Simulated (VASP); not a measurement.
Runs of VASP 6.6.1 on Bi2Te3. The structure is that of space group R3m (No. 160), or close to it. The cells are those of the table. 

```tsv
cell	gap on the mesh (eV)	pressure (GPa)	largest force (eV/Å)
a = 10.302 Å, angles 24.8°, 5 atoms	none	-2.3	1.13
a = 10.234 Å, angles 24.8°, 5 atoms	none	-1.3	1.19
a = 10.336 Å, angles 24.8°, 5 atoms	none	-2.7	1.10
a = 10.130 Å, angles 24.8°, 5 atoms	none	(b)	1.30
a = 10.059 Å, angles 24.8°, 5 atoms	none	1.6	1.37
a = 10.199 Å, angles 24.8°, 5 atoms	none	(a)	1.23
```

Alike in all rows: task single point; level LDA; potentials or basis VASP PAW LDA potentials, release 64 (Bi_d, Te); no spin polarisation; k mesh 8 × 8 × 8; cutoff (eV) 520; smearing fermi-dirac 0.08 eV.

Problem. Fill in the values left out.

Solution. (a) -0.8; (b) 0.3.

Caveats: spin-orbit coupling is left out, which moves the levels of the heavy elements; forces of over 1 eV/Å act on the atoms, so gaps and moduli don't describe the material at rest.

A k mesh can miss the band edges, and the runs leave out spin-orbit coupling on Bi, Te.

A gap of «none» marks levels without a gap at the run's occupations.
